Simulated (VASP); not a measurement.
# BN: single point with r2SCAN

Crystal: BN.

```
CELL_PARAMETERS angstrom
2.53112 0.00000 0.00000
-1.26556 2.19201 0.00000
0.00000 0.00000 6.72302
ATOMIC_POSITIONS crystal
N 0.66667 0.33333 0.25000
N 0.33333 0.66667 0.75000
B 0.66667 0.33333 0.75000
B 0.33333 0.66667 0.25000
```

| Property | Result |
| --- | --- |
| Program | VASP 6.6.1 |
| Task | single point |
| Functional | r2SCAN |
| Potentials or basis | VASP PAW PBE potentials, release 64 (N, B) |
| Cutoff | 520 eV |
| k mesh | 12 × 12 × 4 |
| Occupations | fermi-dirac, width 0.05 eV |
| Spin | no spin polarisation |
| Dipole correction | no |
| Further INCAR settings | ALGO = Normal; EDIFF = 1e-07; NBANDS = 16 |

The pressure is -7.8 GPa. The band gap on the k mesh is 4.83 eV, indirect (least direct gap 5.26 eV).

Stress tensor (GPa, compression positive):
```
-11.81   0.00   0.00
  0.00 -11.81   0.00
  0.00   0.00   0.28
```

Levels at points of the mesh, in eV from the valence-band top:
```
           k point  band 5  band 6  band 7  band 8  band 9  band 10  band 11  band 12
(0.00, 0.00, 0.00)   -1.39   -1.39   -1.35   -1.35    5.55    10.81    12.03    12.03
(0.50, 0.00, 0.00)   -4.23   -4.17   -1.38   -0.42    4.83     6.21     9.90    10.31
(0.00, 0.00, 0.50)   -1.37   -1.37   -1.37   -1.37    7.94     7.94    12.09    12.09
(0.50, 0.00, 0.50)   -4.20   -4.20   -0.88   -0.88    5.28     5.28    10.28    10.28
```

It took 2.8 min on 1 thread of AMD EPYC 7R43 64-Core Processor (Zen 3), on a shared host, peak memory 0.13 GiB.

Caveat: the PAW data sets were made with another functional, which shifts forces and pressure a little. r2SCAN opens gaps a little over a GGA but as a rule still falls short of measured ones.
